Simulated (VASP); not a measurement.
Here is a VASP 6.6.1 calculation.

The input INCAR:

```
SYSTEM = Na
PREC = Accurate ; ENCUT = 520
EDIFF = 1E-6 ; ISMEAR = 0
SIGMA = 0.15 ; LREAL = .FALSE.
LASPH = .TRUE. ; NELM = 80
ALGO = Fast ; ISIF = 2
LWAVE = .FALSE. ; LCHARG = .FALSE.
GGA = PS ; NBANDS = 14
```

File KPOINTS:

```
regular mesh
0
G
  12 12 10
  0 0 0
```

File POSCAR:

```
Na
1.0
    0.0000000000     -3.6339653128      0.0000000000
   -3.6339653128      0.0000000000      0.0000000000
    0.0000000000      0.0000000000     -5.0935792181
Na
2
Direct
    0.5000000000      0.5000000000      0.5000000000
    0.0000000000      0.0000000000      0.0000000000
```

Potentials or basis: VASP PAW PBE potentials, release 64 (Na_pv).

Command:

```bash
$ cat potpaw_PBE.64/Na_pv/POTCAR > POTCAR
$ mpirun -np 1 vasp_std > vasp.out
```

Problem. What does it give for the pressure?

Solution. 0.6 GPa.

Problem. Predict the band gap on the k mesh.

Solution. Zero (bands 7 and 8 overlap by 5.13 eV).

Caveat: the PAW data sets were made with another functional, which shifts forces and pressure a little.
